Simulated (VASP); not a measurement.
BeS: single point with PBE

Crystal: BeS.

```
CELL_PARAMETERS angstrom
0.00000 2.43515 2.43515
2.43515 0.00000 2.43515
2.43515 2.43515 0.00000
ATOMIC_POSITIONS crystal
Be 0.00000 0.00000 0.00000
S 0.75000 0.75000 0.75000
```

```json
{
  "Program": "VASP 6.6.1",
  "Task": "single point",
  "Functional": "PBE",
  "Potentials or basis": "VASP PAW PBE potentials, release 64 (Be, S)",
  "Cutoff": "600 eV",
  "k mesh": "2 × 2 × 2, shifted",
  "Occupations": "gaussian, width 0.1 eV",
  "Spin": "no spin polarisation",
  "Dipole correction": "no",
  "Further INCAR settings": "ALGO = Normal; EDIFF = 1e-06; NBANDS = 11; ISYM = 0"
}
```

The pressure is 5.4 GPa and the band gap on the k mesh is 3.88 eV, indirect (least direct gap 5.71 eV).

Levels at points of the mesh, in eV from the valence-band top:
```
           k point  band 2  band 3  band 4  band 5  band 6  band 7
(0.12, 0.12, 0.12)   -1.00    0.00    0.00    5.71    6.13    6.13
```

Run time: 5.2 s on 1 thread of Intel(R) Xeon(R) 6975P-C (Granite Rapids), on a shared host, peak memory 0.15 GiB.

Caveat: the k points lie up to 1.12 Å⁻¹ apart. A hybrid or GW would open this gap; PBE tends to underestimate it.
